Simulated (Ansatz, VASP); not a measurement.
CdH in VASP and in Ansatz

The input INCAR:

```
SYSTEM = CdH
PREC = Accurate
ENCUT = 520
EDIFF = 1E-6
ISMEAR = 0
SIGMA = 0.1
LREAL = .False.
LASPH = .True.
NELM = 80
ALGO = Normal
ISIF = 2
LWAVE = .False.
LCHARG = .True.
GGA = PE
LELF = .True.
LVHAR = .True.
NBANDS = 14
```

KPOINTS

```
regular mesh
0
Gamma
  6 6 6
  0 0 0
```

The input POSCAR:

```
CdH
1.0
    1.3804958126      0.7970296290      4.3971348105
   -1.3804958126      0.7970296290      4.3971348105
    0.0000000000     -1.5940592580      4.3971348105
Cd H
1 1
Direct
    0.0000000000      0.0000000000      0.0000000000
    0.5000000000      0.5000000000      0.5000000000
```

Input for Ansatz:

```yaml
crystal:
  lattice:
    - [1.3804958126, 0.797029629, 4.3971348105]
    - [-1.3804958126, 0.797029629, 4.3971348105]
    - [0.0, -1.594059258, 4.3971348105]
  atoms:
    - { symbol: Cd, position: [0.0, 0.0, 0.0] }
    - { symbol: H, position: [0.5, 0.5, 0.5] }
basis:
  ecutwfc: 420
kpoints:
  mp_grid: { grid: [6, 6, 6] }
hamiltonian:
  xc: pbe
scf:
  occupations: { method: gaussian, width: 0.1 }
  lower_state_search: "off"
output:
  forces: true
  stress: true
  eigenvalues: true
```

Alike in both runs: task single point; functional PBE; k mesh 6 × 6 × 6; occupations gaussian, width 0.1 eV; no spin polarisation.

|  | VASP | Ansatz |
| --- | --- | --- |
| version | VASP 6.6.1 | Ansatz 0.2.0 |
| potentials or method | VASP PAW PBE potentials, release 64 (Cd, H), cutoff 520 eV | scalar-relativistic, plane waves, PAW |
| valence electrons in the cell | 13 | 21 |

Ansatz gave:

```
gap on the k mesh at the Fermi level (eV)                     : none
pressure (GPa)                                                : 3.4
traceless stress, the component that is largest in VASP (GPa) : -17.49
```

Q: Estimate VASP's values.

A: gap on the k mesh at the Fermi level (eV): none; pressure (GPa): 3.9; traceless stress, the component that is largest in VASP (GPa): -17.83.

A gap of «none» marks a metal or a gap that the smearing closes. The functional is the same, so the differences come from potentials, cutoffs and numerics. VASP's potentials hold 13 valence electrons a cell and Ansatz's 21, so a difference there can come from the potentials and not from the codes.

The k mesh is coarse, so the values compare programs but aren't converged.
